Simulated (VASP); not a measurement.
Set up this calculation in VASP 6.6.1, as the native input.

```yaml
Task: single point
Functional: PBE
Potentials_or_basis: VASP PAW PBE potentials, release 64 (Al)
Cutoff: 520 eV
k_mesh: 4 × 6 × 4
Occupations: gaussian, width 0.1 eV
Spin: no spin polarisation
Dipole_correction: no
Further_INCAR_settings: ALGO = Normal; EDIFF = 1e-07; NBANDS = 14
```

The structure of Al lies in POSCAR:

```
Al
1.0
    4.8627146700      0.0000000000      0.0000000000
    0.0000000000      2.7981495300      0.0000000000
   -0.0920658900      0.0000000000      4.8997991700
Al
4
Direct
    0.2902624300      0.0000000000      0.2911867600
    0.2076684500      0.5000000000      0.8939372200
    0.7923315500      0.5000000000      0.1060627800
    0.7097375700      0.0000000000      0.7088132400
```

One way to write it, as run:

INCAR

```
  PREC = Accurate
  ENCUT = 520
  EDIFF = 1E-7
  ISMEAR = 0
  SIGMA = 0.1
  LREAL = False
  LASPH = True
  NELM = 60
  ALGO = Normal
  ISIF = 2
  LWAVE = False
  LCHARG = True
  GGA = PE
  LELF = True
  LVHAR = True
  NBANDS = 14
```

KPOINTS

```
regular mesh
0
Gamma
  4 6 4
```

Potentials or basis: VASP PAW PBE potentials, release 64 (Al).

The run is started by

```bash
$ cat potpaw_PBE.64/Al/POTCAR > POTCAR
$ mpirun -np 1 vasp_std > vasp.out
```

It gave:

* Pressure: 12.6 GPa
* Largest force: 4.507 eV/Å
* Band gap on the k mesh: zero (bands 6 and 7 overlap by 4.58 eV)

Caveat: the k points lie up to 0.37 Å⁻¹ apart, too coarse for converged energies and pressures of a metal; forces of over 1 eV/Å act on the atoms, so gaps and moduli don't describe the material at rest.

It took 34 s on 1 thread of Intel Xeon 8259CL (shared host), peak memory 0.18 GiB.
